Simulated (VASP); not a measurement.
# Hf2S (P6_3/mmc) in VASP: further runs, part 2 of 2

VASP 6.6.1. The steps go on from the part before.

## (3) Single point, r2SCAN

This run uses another cell than the first one, of 19.38 Å³/atom, 1.031 times its volume.

POSCAR reads:

```
Hf2S
1.0
    3.3814293670      0.0000000000      0.0000000000
   -1.6907146835      2.9284037329      0.0000000000
    0.0000000000      0.0000000000     11.7409507513
Hf S
4 2
Direct
    0.6666666667      0.3333333333      0.8997311407
    0.3333333333      0.6666666667      0.3997311407
    0.6666666667      0.3333333333      0.6002688593
    0.3333333333      0.6666666667      0.1002688593
    0.0000000000      0.0000000000      0.7500000000
    0.0000000000      0.0000000000      0.2500000000
```

INCAR.step1 reads:

```
PREC     = Accurate       # precision mode
ENCUT    = 520            # plane-wave cutoff, eV
ISMEAR   = 0              # smearing method
SIGMA    = 0.1            # smearing width, eV
LREAL    = False          # projectors in reciprocal space
LASPH    = True           # aspherical terms in the spheres
NELM     = 60             # most SCF steps
NBANDS   = 35             # bands
GGA      = PE             # functional
ALGO     = Normal         # electronic algorithm
EDIFF    = 1E-4           # SCF threshold, eV
LWAVE    = True           # write WAVECAR
LCHARG   = False          # write CHGCAR
```

INCAR.step2 reads:

```
PREC     = Accurate       # precision mode
ENCUT    = 520            # plane-wave cutoff, eV
EDIFF    = 1E-6           # SCF threshold, eV
ISMEAR   = 0              # smearing method
SIGMA    = 0.1            # smearing width, eV
LREAL    = False          # projectors in reciprocal space
LASPH    = True           # aspherical terms in the spheres
NELM     = 60             # most SCF steps
ALGO     = Normal         # electronic algorithm
ISIF     = 2              # what is computed and relaxed
LWAVE    = False          # write WAVECAR
LCHARG   = False          # write CHGCAR
METAGGA  = R2SCAN         # meta-GGA
LMIXTAU  = True         
NBANDS   = 35             # bands
ISTART   = 1
```

KPOINTS reads:

```
regular mesh
0
Gamma
  12 12 4
```

Potentials or basis: VASP PAW PBE potentials, release 64 (Hf_pv, S).

On the command line:

```
$ cat potpaw_PBE.64/Hf_pv/POTCAR potpaw_PBE.64/S/POTCAR > POTCAR
$ cp INCAR.step1 INCAR
$ mpirun -np 1 vasp_std > vasp.out
$ cp INCAR.step2 INCAR
$ mpirun -np 1 vasp_std > vasp.out
```

OUTCAR:

```text
PREC = Accurate
   ENCUT = 520
   EDIFF = 1E-6
   ISMEAR = 0
   LREAL = False
   LASPH = True
   NELM = 60
   ISIF = 2
   METAGGA = R2SCAN
   ISTART = 1

 ion  position               nearest neighbor table
   1  0.667  0.333  0.900-   5 2.63   5 2.63   5 2.63   4 3.06   4 3.06   4 3.06   3 3.52
   2  0.333  0.667  0.400-   6 2.63   6 2.63   6 2.63   3 3.06   3 3.06   3 3.06   4 3.52
   3  0.667  0.333  0.600-   5 2.63   5 2.63   5 2.63   2 3.06   2 3.06   2 3.06   1 3.52
   4  0.333  0.667  0.100-   6 2.63   6 2.63   6 2.63   1 3.06   1 3.06   1 3.06   2 3.52
   5  0.000  0.000  0.750-   1 2.63   3 2.63   1 2.63   3 2.63   1 2.63   3 2.63
   6  0.000  0.000  0.250-   2 2.63   4 2.63   2 2.63   4 2.63   2 2.63   4 2.63

  LATTYP: Found a hexagonal cell.
 ALAT       =     3.3814293670
 C/A-ratio  =     3.4721857170

  Lattice vectors:

 A1 = (   3.3814293670,   0.0000000000,   0.0000000000)
 A2 = (  -1.6907146835,   2.9284037329,   0.0000000000)
 A3 = (   0.0000000000,   0.0000000000,  11.7409507513)

Analysis of symmetry for initial positions (statically):
=====================================================================
 Subroutine PRICEL returns:
 Original cell was already a primitive cell.

 Routine SETGRP: Setting up the symmetry group for a
 hexagonal supercell.

 Subroutine GETGRP returns: Found 24 space group operations
 (whereof 12 operations were pure point group operations)
 out of a pool of 24 trial point group operations.

The static configuration has the point symmetry D_3d.
 The point group associated with its full space group is D_6h.

Analysis of symmetry for dynamics (positions and initial velocities):
=====================================================================
 Subroutine PRICEL returns:
 Original cell was already a primitive cell.

 Routine SETGRP: Setting up the symmetry group for a
 hexagonal supercell.
[... 134 lines left out ...]
     AMIX_MAG =   1.60;   BMIX_MAG =  1.00
  volume/ion in A,a.u.               =      19.38       130.76
  Fermi-wavevector in a.u.,A,eV,Ry     =   1.251981  2.365901 21.326542  1.567457
  Thomas-Fermi vector in A             =   2.385903
   LORBIT       =      0    0 simple, 1 ext, 2 COOP (PROOUT), +10 PAW based schemes
   METAGGA = R2SCAN    functional components
   LHFCALC =     F    Hartree Fock is set to
   AEXX    =    0.0000 exact exchange contribution
   IVDW    =     0    specifies the selected vdW correction
   LEPSILON=     F    determine dielectric tensor
   LRPA    =     F    only Hartree local field effects (RPA)
 non-spin polarized calculation
 Gauss-broadening in eV      SIGMA  =   0.10
  energy-cutoff  :      520.00
  volume of cell :      116.26
 maximum number of plane-waves:      3163
 NGX is ok and might be reduce to    28
   NGX = 13   NGY = 13   NGZ = 43

 number of electron      52.0000000 magnetization

 Free energy of the ion-electron system (eV)
  ---------------------------------------------------
  ext. energy  EPLUGINS =         0.00000000
  ---------------------------------------------------
  free energy    TOTEN  =      -203.69698627 eV

  energy without entropy =     -203.68341831  energy(sigma->0) =     -203.69020229

 E-fermi :   6.4962     XC(G=0): -12.1094

 val. band max:        6.4899596575   @ k =   0.0833   0.0833   0.2500
 cond. band min:       6.4966151685   @ k =   0.0833   0.0833   0.2500
 fundamental gap:      0.0066555110
 Fermi energy:         6.4961839957

 k-point     1 :       0.0000    0.0000    0.0000
  band No.  band energies     occupation
      1     -26.1659      2.00000
      2     -26.0505      2.00000
      3     -25.7105      2.00000
      4     -25.6327      2.00000
      5     -25.6327      2.00000
      6     -25.6235      2.00000
[... 901 lines left out ...]
     34       9.5761      0.00000
     35      10.0043      0.00000

 [... further k-points ...]

------------------------ aborting loop because EDIFF is reached ----------------------------------------

  FORCE on cell =-STRESS in cart. coord.  units (eV):
  Direction    XX          YY          ZZ          XY          YZ          ZX
  --------------------------------------------------------------------------------------
  -------------------------------------------------------------------------------------
  Total       -0.6013550     -0.6013550     -0.7096682     -0.0000000     -0.0000000      0.0000000
  in kB       -8.2871833     -8.2871833     -9.7798324     -0.0000000     -0.0000000      0.0000000
  external PRESSURE =      -8.7847330 kB  Pullay stress =       0.0000000 kB

 VOLUME and BASIS-vectors are now :
 -----------------------------------------------------------------------------
  energy-cutoff  :      520.00
  volume of cell :      116.26
      direct lattice vectors                 reciprocal lattice vectors
     3.381429367  0.000000000  0.000000000     0.295732926  0.170741484  0.000000000
    -1.690714683  2.928403733  0.000000000     0.000000000  0.341482969  0.000000000
     0.000000000  0.000000000 11.740950751     0.000000000  0.000000000  0.085171978

 POSITION                                       TOTAL-FORCE (eV/Angst)
 -----------------------------------------------------------------------------------
      1.69071      0.97613     10.56370         0.000000      0.000000     -0.009748
     -0.00000      1.95227      4.69322        -0.000000     -0.000000     -0.009748
      1.69071      0.97613      7.04773         0.000000     -0.000000      0.009748
     -0.00000      1.95227      1.17725        -0.000000      0.000000      0.009748
      0.00000      0.00000      8.80571        -0.000000     -0.000000      0.000000
      0.00000      0.00000      2.93524         0.000000      0.000000     -0.000000
 -----------------------------------------------------------------------------------
    total drift:                                0.000000      0.000000     -0.000000

  FREE ENERGIE OF THE ION-ELECTRON SYSTEM (eV)
  ---------------------------------------------------
  free  energy   TOTEN  =      -203.6969862695 eV

  energy  without entropy=     -203.6834183134  energy(sigma->0) =     -203.69020229
```

Wall time 20 min (1 thread of Oxide Virtual Turin-like, shared host); peak memory 0.36 GiB.

Results:

| Item | Value |
| --- | --- |
| Free energy | -203.6970 eV |
| Pressure | -0.9 GPa |
| Largest force | 0.010 eV/Å |
| Band gap on the k mesh | zero (band 26 reaches 6.91 eV, above the bottom of band 27 at 6.01 eV) |

Forces in eV/Å, atoms in the order of the input:
```
Hf   0.000  0.000 -0.010
Hf   0.000  0.000 -0.010
Hf   0.000  0.000  0.010
Hf   0.000  0.000  0.010
S    0.000  0.000  0.000
S    0.000  0.000  0.000
```

Stress tensor (GPa, compression positive):
```
-0.83  0.00  0.00
 0.00 -0.83  0.00
 0.00  0.00 -0.98
```

Caveat: the PAW data sets were made with another functional, which shifts forces and pressure a little; spin-orbit coupling is left out, which moves the levels of the heavy elements.
